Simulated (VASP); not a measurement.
Set up this calculation in VASP 6.6.1, as the native input.

* Task: single point
* Functional: PBE
* Potentials or basis: VASP PAW PBE potentials, release 64 (Ga_d)
* Cutoff: 520 eV
* k mesh: 18 × 18 × 10
* Occupations: fermi-dirac, width 0.05 eV
* Spin: no spin polarisation
* Dipole correction: no
* Further INCAR settings: ALGO = Normal; EDIFF = 1e-06; NBANDS = 20

The structure of Ga lies in POSCAR:

```
Ga
1.0
    3.0110321222      0.0000000000      0.0000000000
   -1.5055160611      2.6076303094      0.0000000000
    0.0000000000      0.0000000000      4.8660975386
Ga
2
Direct
    0.3333333333      0.6666666667      0.2500000000
    0.6666666667      0.3333333333      0.7500000000
```

This isn't the form of Ga at room conditions, which is orthorhombic.

These files were run (other wordings do the same):

INCAR

```
PREC     = Accurate       # precision mode
ENCUT    = 520            # plane-wave cutoff, eV
EDIFF    = 1E-6           # SCF threshold, eV
ISMEAR   = -1             # smearing method
SIGMA    = 0.05           # smearing width, eV
LREAL    = F              # projectors in reciprocal space
LASPH    = T              # aspherical terms in the spheres
NELM     = 100            # most SCF steps
ALGO     = Normal         # electronic algorithm
ISIF     = 2              # what is computed and relaxed
LWAVE    = F              # write WAVECAR
LCHARG   = T              # write CHGCAR
GGA      = PE             # functional
LELF     = T              # ELF
LVHAR    = T            
NBANDS   = 20             # bands
```

KPOINTS

```
regular mesh
0
Gamma
  18 18 10
```

Potentials or basis: VASP PAW PBE potentials, release 64 (Ga_d).

Launch:

```console
$ cat potpaw_PBE.64/Ga_d/POTCAR > POTCAR
$ mpirun -np 1 vasp_std > vasp.out
```

It gave:

* Pressure: 0.0 GPa
* Band gap on the k mesh: zero (bands 13 and 14 overlap by 7.47 eV)

Wall time 2.5 min on 1 thread of Intel Xeon 8259CL, on a shared host, peak memory 0.25 GiB.
